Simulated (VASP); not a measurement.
# Al (P6_3/mmc) in VASP: notebook

The runs below take Al through relaxation of shape and atoms at fixed volume, relaxation of cell and atoms, with PBE.

Program: VASP 6.6.1. These are calculated values, not measurements. Logs are shortened: lines on timing, memory, paths and dates and some standing lists are left out, and cuts for length are marked.

**1. The cell of the first run**

The structure is hexagonal, space group P6_3/mmc (No. 194). The conventional cell has a = 3.810 Å, b = 3.810 Å, c = 4.790 Å, α = 90.00°, β = 90.00°, γ = 120.00°. Al (site symmetry -3m) has 8 Al at 2.39 to 2.50 Å within 3.2 Å. Within 3.3 Å of Al (site symmetry -6m2) lie 12 Al at 2.50 to 3.25 Å.

This isn't the form of Al at room conditions, which is fcc.

**2. Relaxation of shape and atoms at fixed volume, PBE**

INCAR reads:

```
ALGO = Normal ; EDIFF = 1E-6
EDIFFG = -0.005 ; ENCUT = 600
GGA = PE ; IBRION = 2
ISIF = 4 ; ISMEAR = -1
LASPH = True ; LCHARG = False
LREAL = False ; LWAVE = False
NELM = 100 ; NSW = 50
PREC = Accurate ; SIGMA = 0.05
```

KPOINTS reads:

```
k-points
0
Gamma
  10 10 7
```

POSCAR reads:

```
Al
1.0
    3.8095721137      0.0000000000      0.0000000000
   -1.9047860568      3.2991862280      0.0000000000
    0.0000000000      0.0000000000      4.7898931224
Al
4
Direct
    0.0000000000      0.0000000000      0.0000000000
    0.0000000000      0.0000000000      0.5000000000
    0.3333333333      0.6666666667      0.2500000000
    0.6666666667      0.3333333333      0.7500000000
```

Potentials or basis: VASP PAW PBE potentials, release 64 (Al).

Started as:

```bash
$ cat potpaw_PBE.64/Al/POTCAR > POTCAR
$ mpirun -np 1 vasp_std > vasp.out
```

OUTCAR:

```text
EDIFF = 1E-6
   EDIFFG = -0.005
   ENCUT = 600
   GGA = PE
   IBRION = 2
   ISIF = 4
   ISMEAR = -1
   LASPH = True
   LREAL = False
   NELM = 100
   NSW = 50
   PREC = Accurate

 ion  position               nearest neighbor table
   1  0.000  0.000  0.000-   2 2.39   2 2.39   4 2.50   3 2.50   3 2.50   4 2.50   4 2.50   3 2.50

   2  0.000  0.000  0.500-   1 2.39   1 2.39   4 2.50   3 2.50   3 2.50   4 2.50   4 2.50   3 2.50

   3  0.333  0.667  0.250-   1 2.50   2 2.50   1 2.50   2 2.50   1 2.50   2 2.50   4 3.25   4 3.25
                             4 3.25   4 3.25   4 3.25   4 3.25
   4  0.667  0.333  0.750-   1 2.50   2 2.50   1 2.50   2 2.50   1 2.50   2 2.50   3 3.25   3 3.25
                             3 3.25   3 3.25   3 3.25   3 3.25

  LATTYP: Found a hexagonal cell.
 ALAT       =     3.8095721137
 C/A-ratio  =     1.2573310019

  Lattice vectors:

 A1 = (   3.8095721137,   0.0000000000,   0.0000000000)
 A2 = (  -1.9047860568,   3.2991862280,   0.0000000000)
 A3 = (   0.0000000000,   0.0000000000,   4.7898931224)

Analysis of symmetry for initial positions (statically):
=====================================================================
 Subroutine PRICEL returns:
 Original cell was already a primitive cell.

 Routine SETGRP: Setting up the symmetry group for a
 hexagonal supercell.

 Subroutine GETGRP returns: Found 24 space group operations
 (whereof 12 operations were pure point group operations)
 out of a pool of 24 trial point group operations.

The static configuration has the point symmetry D_3d.
 The point group associated with its full space group is D_6h.

Analysis of symmetry for dynamics (positions and initial velocities):
=====================================================================
 Subroutine PRICEL returns:
 Original cell was already a primitive cell.

 Routine SETGRP: Setting up the symmetry group for a
 hexagonal supercell.

 Subroutine GETGRP returns: Found 24 space group operations
 (whereof 12 operations were pure point group operations)
 out of a pool of 24 trial point group operations.

The dynamic configuration has the point symmetry D_3d.
 The point group associated with its full space group is D_6h.

 Subroutine INISYM returns: Found 24 space group operations
 (whereof 12 operations are pure point group operations),
 and found     1 'primitive' translations

----------------------------------------------------------------------------------------

                                     Primitive cell

  volume of cell :      60.2017
[... 106 lines left out ...]
   EMIN   =  10.00;   EMAX   =-10.00  energy-range for DOS
   EFERMI =   0.00;   METHOD = LEGACY
   ISMEAR =    -1;   SIGMA  =   0.05  broadening in eV -4-tet -1-fermi 0-gaus
   EFERMI_NEDOS =   21; number of points for ismear=-14 and -15
   IALGO  =     38    algorithm
   IMIX   =      4    mixing-type and parameters
     AMIX     =   0.40;   BMIX     =  1.00
     AMIX_MAG =   1.60;   BMIX_MAG =  1.00
  volume/ion in A,a.u.               =      15.05       101.57
  Fermi-wavevector in a.u.,A,eV,Ry     =   0.956311  1.807165 12.442935  0.914530
  Thomas-Fermi vector in A             =   2.085227
   LORBIT       =      0    0 simple, 1 ext, 2 COOP (PROOUT), +10 PAW based schemes
   GGA     = PE    functional components
   LHFCALC =     F    Hartree Fock is set to
   AEXX    =    0.0000 exact exchange contribution
   IVDW    =     0    specifies the selected vdW correction
   LEPSILON=     F    determine dielectric tensor
   LRPA    =     F    only Hartree local field effects (RPA)
 conjugate gradient relaxation of ions
 non-spin polarized calculation
  energy-cutoff  :      600.00
  volume of cell :       60.20
 maximum number of plane-waves:      2035
   NGX = 15   NGY = 15   NGZ = 19

--------------------------------------- Ionic step        1  -------------------------------------------

 number of electron      12.0000000 magnetization

 Free energy of the ion-electron system (eV)
  ---------------------------------------------------
  ext. energy  EPLUGINS =         0.00000000
  ---------------------------------------------------
  free energy    TOTEN  =       -12.52478683 eV

  energy without entropy =      -12.51189161  energy(sigma->0) =      -12.51833922

------------------------ aborting loop because EDIFF is reached ----------------------------------------

  FORCE on cell =-STRESS in cart. coord.  units (eV):
  Direction    XX          YY          ZZ          XY          YZ          ZX
  --------------------------------------------------------------------------------------
  -------------------------------------------------------------------------------------
  Total       11.7601008     11.7601008     12.7612509      0.0000000      0.0000000      0.0000000
  in kB      312.9772518    312.9772518    339.6213446      0.0000000      0.0000000      0.0000000
  external PRESSURE =     321.8586160 kB  Pullay stress =       0.0000000 kB
[... 101 lines left out ...]
--------------------------------------- Ionic step        4  -------------------------------------------

 number of electron      12.0000000 magnetization

 Free energy of the ion-electron system (eV)
  ---------------------------------------------------
  ext. energy  EPLUGINS =         0.00000000
  ---------------------------------------------------
  free energy    TOTEN  =       -12.53345400 eV

  energy without entropy =      -12.52058724  energy(sigma->0) =      -12.52702062

 E-fermi :   8.7099     XC(G=0): -10.4198

 val. band max:        8.6906910517   @ k =   0.0000   0.0000   0.1429
 cond. band min:       8.7310554706   @ k =   0.2000   0.1000   0.1429
 fundamental gap:      0.0403644189
 Fermi energy:         8.7098985311

 k-point     1 :       0.0000    0.0000    0.0000
  band No.  band energies     occupation
      1      -2.9960      2.00000
      2       2.7614      2.00000
      3       3.2337      2.00000
      4       8.5872      1.84157
      5       8.5872      1.84157
      6       9.9078      0.00000
      7       9.9078      0.00000
      8      11.3184      0.00000
      9      13.5853      0.00000
     10      14.0644      0.00000
[... 287 lines left out ...]
 k-point    24 :       0.4000    0.1000    0.1429
  band No.  band energies     occupation
      1      -0.1995      2.00000
      2       1.4474      2.00000
      3       3.9227      2.00000
      4       5.0780      2.00000
      5       5.6702      2.00000
      6       7.4540      2.00000
      7       8.6398      1.60488
      8       9.5177      0.00000
      9      10.0279      0.00000
     10      12.4271      0.00000

 [... further k-points ...]
[... 5 lines left out ...]
  --------------------------------------------------------------------------------------
  -------------------------------------------------------------------------------------
  Total       11.9976592     11.9976592     11.9932444      0.0000000     -0.0000000      0.0000000
  in kB      319.2995088    319.2995088    319.1820149      0.0000000     -0.0000000      0.0000000
  external PRESSURE =     319.2603442 kB  Pullay stress =       0.0000000 kB
[... 19 lines left out ...]
  FREE ENERGIE OF THE ION-ELECTRON SYSTEM (eV)
  ---------------------------------------------------
  free  energy   TOTEN  =       -12.5334539966 eV

  energy  without entropy=      -12.5205872385  energy(sigma->0) =      -12.52702062

 reached required accuracy - stopping structural energy minimisation
```

CONTCAR:

```text
Al
   1.00000000000000
     3.7759886204173885    0.0000000000180958    0.0000000000000000
    -1.8879943101434635    3.2701020696523648   -0.0000000000000000
     0.0000000000000000    0.0000000000000000    4.8754742546416256
  Al
     4
Direct
     1.0000000000000000    0.0000000000000000    1.0000000000000000
     1.0000000000000000    0.0000000000000000    0.5000000000000000
     0.3333333332999970    0.6666666667000030    0.2500000000000000
     0.6666666667000030    0.3333333332999970    0.7500000000000000

  0.00000000E+00  0.00000000E+00  0.00000000E+00
  0.00000000E+00  0.00000000E+00  0.00000000E+00
  0.00000000E+00  0.00000000E+00  0.00000000E+00
  0.00000000E+00  0.00000000E+00  0.00000000E+00
```

Run time: 93 s. Hardware: 1 thread of Intel Xeon 8259CL, shared host; peak memory 0.19 GiB.

What came out:

* Free energy: -12.5335 eV
* Energy gained by relaxing: 2.2 meV/atom
* Ionic steps: 4
* Pressure after relaxing: 31.9 GPa
* Band gap on the k mesh: zero (bands 6 and 7 overlap by 3.44 eV)

The path:
```
step  energy change (eV)  largest force (eV/Å)  pressure (GPa)  volume (Å³)
   1              0.0000                0.0000           32.19        60.20
   2             -0.0060                0.0000           32.07        60.20
   3             -0.0087                0.0000           31.94        60.20
   4             -0.0087                0.0000           31.93        60.20
```

Final structure:
```
CELL_PARAMETERS angstrom
3.77599 0.00000 0.00000
-1.88799 3.27010 0.00000
0.00000 0.00000 4.87547
ATOMIC_POSITIONS crystal
Al 0.00000 0.00000 0.00000
Al 0.00000 0.00000 0.50000
Al 0.33333 0.66667 0.25000
Al 0.66667 0.33333 0.75000
```

**3. Relaxation of cell and atoms, PBE**

This run uses another cell than the first one, of 16.48 Å³/atom.

INCAR reads:

```
SYSTEM = Al
ALGO = Normal
EDIFF = 1E-6
EDIFFG = -0.005
ENCUT = 600
GGA = PE
IBRION = 2
ISIF = 3
ISMEAR = -1
LASPH = .TRUE.
LCHARG = .FALSE.
LREAL = .FALSE.
LWAVE = .FALSE.
NELM = 80
NSW = 60
PREC = Accurate
SIGMA = 0.05
```

KPOINTS reads:

```
k-points
0
G
  10 10 7
  0 0 0
```

POSCAR reads:

```
Al
1.0
    3.7708090469      0.0000000000      0.0000000000
   -1.8854045234      3.2656164274      0.0000000000
    0.0000000000      0.0000000000      5.3545488466
Al
4
Direct
    0.0000000000      0.0000000000      0.0000000000
    0.0000000000      0.0000000000      0.5000000000
    0.3333333333      0.6666666667      0.2500000000
    0.6666666667      0.3333333333      0.7500000000
```

Potentials or basis: VASP PAW PBE potentials, release 64 (Al).

Started as:

```bash
$ cat potpaw_PBE.64/Al/POTCAR > POTCAR
$ mpirun -np 1 vasp_std > vasp.out
```

OUTCAR:

```text
SYSTEM = Al
   EDIFF = 1E-6
   EDIFFG = -0.005
   ENCUT = 600
   GGA = PE
   IBRION = 2
   ISIF = 3
   ISMEAR = -1
   LASPH = .TRUE.
   LREAL = .FALSE.
   NELM = 80
   NSW = 60
   PREC = Accurate

 ion  position               nearest neighbor table
   1  0.000  0.000  0.000-   3 2.56   4 2.56   3 2.56   4 2.56   4 2.56   3 2.56   2 2.68   2 2.68

   2  0.000  0.000  0.500-   3 2.56   4 2.56   3 2.56   4 2.56   4 2.56   3 2.56   1 2.68   1 2.68

   3  0.333  0.667  0.250-   1 2.56   2 2.56   1 2.56   2 2.56   1 2.56   2 2.56
   4  0.667  0.333  0.750-   1 2.56   2 2.56   1 2.56   2 2.56   1 2.56   2 2.56

  LATTYP: Found a hexagonal cell.
 ALAT       =     3.7708090469
 C/A-ratio  =     1.4200000000

  Lattice vectors:

 A1 = (   3.7708090469,   0.0000000000,   0.0000000000)
 A2 = (  -1.8854045234,   3.2656164274,   0.0000000000)
 A3 = (   0.0000000000,   0.0000000000,   5.3545488466)

Analysis of symmetry for initial positions (statically):
=====================================================================
 Subroutine PRICEL returns:
 Original cell was already a primitive cell.

 Routine SETGRP: Setting up the symmetry group for a
 hexagonal supercell.

 Subroutine GETGRP returns: Found 24 space group operations
 (whereof 12 operations were pure point group operations)
 out of a pool of 24 trial point group operations.

The static configuration has the point symmetry D_3d.
[... 170 lines left out ...]

 val. band max:        7.6267338083   @ k =   0.3000   0.1000   0.2857
 cond. band min:       7.6996982617   @ k =   0.1000  -0.0000   0.4286
 fundamental gap:      0.0729644534
 Fermi energy:         7.6320052058

 k-point     1 :       0.0000    0.0000    0.0000
  band No.  band energies     occupation
      1      -3.3356      2.00000
      2       1.5119      2.00000
      3       1.8443      2.00000
      4       8.3510      0.00000
      5       8.3510      0.00000
      6       9.5781      0.00000
      7       9.5781      0.00000
      8      10.9361      0.00000
      9      13.0110      0.00000
     10      13.2240      0.00000
[... 406 lines left out ...]
  FREE ENERGIE OF THE ION-ELECTRON SYSTEM (eV)
  ---------------------------------------------------
  free  energy   TOTEN  =       -14.0053171414 eV

  energy  without entropy=      -13.9881401675  energy(sigma->0) =      -13.99672865

[... ionic steps 4 to 7 ...]

--------------------------------------- Ionic step        8  -------------------------------------------

 number of electron      12.0000000 magnetization

------------------------ aborting loop because EDIFF is reached ----------------------------------------
[... 71 lines left out ...]
--------------------------------------- Ionic step       10  -------------------------------------------

 number of electron      12.0000000 magnetization

 Free energy of the ion-electron system (eV)
  ---------------------------------------------------
  ext. energy  EPLUGINS =         0.00000000
  ---------------------------------------------------
  free energy    TOTEN  =       -14.10462367 eV

  energy without entropy =      -14.09368576  energy(sigma->0) =      -14.09915471

 E-fermi :   5.7615     XC(G=0):  -9.3675

 val. band max:        5.7536345884   @ k =   0.1000  -0.0000   0.4286
 cond. band min:       5.7882449075   @ k =   0.2000   0.2000   0.2857
 fundamental gap:      0.0346103191
 Fermi energy:         5.7614881042

 k-point     1 :       0.0000    0.0000    0.0000
  band No.  band energies     occupation
      1      -4.0202      2.00000
      2       0.8601      2.00000
      3       1.3894      2.00000
      4       5.5844      1.94369
      5       5.5844      1.94369
      6       6.8991      0.00000
      7       6.8991      0.00000
      8       7.2563      0.00000
      9       9.0804      0.00000
     10      10.5717      0.00000
[... 330 lines left out ...]
  FREE ENERGIE OF THE ION-ELECTRON SYSTEM (eV)
  ---------------------------------------------------
  free  energy   TOTEN  =       -14.1046236681 eV

  energy  without entropy=      -14.0936857573  energy(sigma->0) =      -14.09915471

 reached required accuracy - stopping structural energy minimisation
```

OSZICAR:

```text
N       E                     dE             d eps       ncg     rms          rms(c)
DAV:   1     0.152527143941E+02    0.15253E+02   -0.47645E+03  1120   0.105E+03
DAV:   2    -0.122977005905E+02   -0.27550E+02   -0.26224E+02  1424   0.112E+02
DAV:   3    -0.133550220244E+02   -0.10573E+01   -0.10277E+01  1536   0.202E+01
[... 71 lines left out ...]
       N       E                     dE             d eps       ncg     rms          rms(c)
DAV:   1    -0.141046274627E+02   -0.16579E-04   -0.31269E-04  1294   0.110E-01    0.126E-02
DAV:   2    -0.141046252852E+02    0.21775E-05   -0.49842E-06  1292   0.159E-02    0.584E-03
DAV:   3    -0.141046240072E+02    0.12780E-05   -0.11087E-06   646   0.580E-03    0.225E-03
DAV:   4    -0.141046236681E+02    0.33904E-06   -0.17183E-07   570   0.280E-03
  10 F= -.14104624E+02 E0= -.14099155E+02  d E =-.127335E-04
```

CONTCAR:

```text
Al
   1.00000000000000
     4.1930930590665705    0.0000000000067940    0.0000000000000000
    -2.0965465294718020    3.6313251095325088   -0.0000000000000000
     0.0000000000000000    0.0000000000000000    5.2712872434305922
  Al
     4
Direct
     0.0000000000000000    0.0000000000000000    1.0000000000000000
     0.0000000000000000    0.0000000000000000    0.5000000000000000
     0.3333333332999970    0.6666666667000030    0.2500000000000000
     0.6666666667000030    0.3333333332999970    0.7500000000000000

  0.00000000E+00  0.00000000E+00  0.00000000E+00
  0.00000000E+00  0.00000000E+00  0.00000000E+00
  0.00000000E+00  0.00000000E+00  0.00000000E+00
  0.00000000E+00  0.00000000E+00  0.00000000E+00
```

Wall time 4.2 min (1 thread of Intel Xeon 8259CL, shared host); peak memory 0.21 GiB.

Results:

* Free energy: -14.1046 eV
* Relaxed volume: 20.07 Å³/atom
* Relaxed cell: a = 4.193 Å, b = 4.193 Å, c = 5.271 Å, α = 90.00°, β = 90.00°, γ = 120.00°
* Space group after relaxing (to 0.1 Å): P6_3/mmc (No. 194)
* Energy gained by relaxing: 205.1 meV/atom
* Ionic steps: 10
* Pressure after relaxing: 0.0 GPa
* Band gap on the k mesh: zero (bands 6 and 7 overlap by 2.79 eV)

The path:
```tsv
step	energy change (eV)	largest force (eV/Å)	pressure (GPa)	volume (Å³)
1	0.0000	0.0000	17.91	65.94
2	-0.6808	0.0000	-3.17	85.09
3	-0.7212	0.0000	-0.26	80.56
4	-0.7213	0.0000	-0.49	80.87
5	-0.7637	0.0000	-0.46	80.72
6	-0.8157	0.0000	0.21	80.03
7	-0.8196	0.0000	-0.04	80.27
8	-0.8205	0.0000	0.02	80.20
9	-0.8205	0.0000	0.04	80.19
10	-0.8205	0.0000	-0.02	80.26
```

Final structure:
```cif
data_structure
_symmetry_space_group_name_H-M 'P 1'
_symmetry_Int_Tables_number 1
_cell_length_a 4.1931
_cell_length_b 4.1931
_cell_length_c 5.2713
_cell_angle_alpha 90.000
_cell_angle_beta 90.000
_cell_angle_gamma 120.000
_cell_volume 80.26
loop_
_atom_site_label
_atom_site_type_symbol
_atom_site_fract_x
_atom_site_fract_y
_atom_site_fract_z
_atom_site_occupancy
Al1 Al 0.00000 0.00000 0.00000 1
Al2 Al 0.00000 0.00000 0.50000 1
Al3 Al 0.33333 0.66667 0.25000 1
Al4 Al 0.66667 0.33333 0.75000 1
```

Caveat: the volume moved by over 15 % at a fixed basis, so the end points are rough.
